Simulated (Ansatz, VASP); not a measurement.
## Two plane-wave programs on SnO2

```
Sn O
1.0
     4.75994    0.00000    0.00000
     0.00000    4.75994    0.00000
     0.00000    0.00000    3.26472
Sn O
2 4
Direct
  0.50000 0.50000 0.50000
  0.00000 0.00000 0.00000
  0.30665 0.30665 0.00000
  0.80665 0.19335 0.50000
  0.19335 0.80665 0.50000
  0.69335 0.69335 0.00000
```

Change from the starting cell: strain along c alone, the other axes held, atoms relaxed: +2.0 %.

Alike in both runs: functional r2SCAN; k mesh 6 × 6 × 8; occupations gaussian, width 0.02 eV; no spin polarisation.

Ansatz relaxed the structure, and its values are those at the end. VASP's run is a single point on that final structure, the one shown.

|  | VASP | Ansatz |
| --- | --- | --- |
| version | VASP 6.6.1 | Ansatz 0.2.0 |
| potentials or method | VASP PAW PBE potentials, release 64 (Sn_d, O), cutoff 520 eV | scalar-relativistic, plane waves, PAW |
| valence electrons in the cell | 52 | 52 |

|  | VASP | Ansatz | Ansatz less VASP |
| --- | --- | --- | --- |
| gap on the k mesh at the Fermi level (eV) | 1.51 | 1.48 | -0.024 |
| least direct gap on the mesh (eV) | 1.51 | 1.48 | -0.024 |
| pressure (GPa) | -3.7 | -4.6 | -0.99 |
| rms of the force components (eV/Å) | 0.008 | 0.000 | -0.0083 |

VASP's potentials were made for PBE, not for r2SCAN. Ansatz's warnings: stress scf threshold loose.
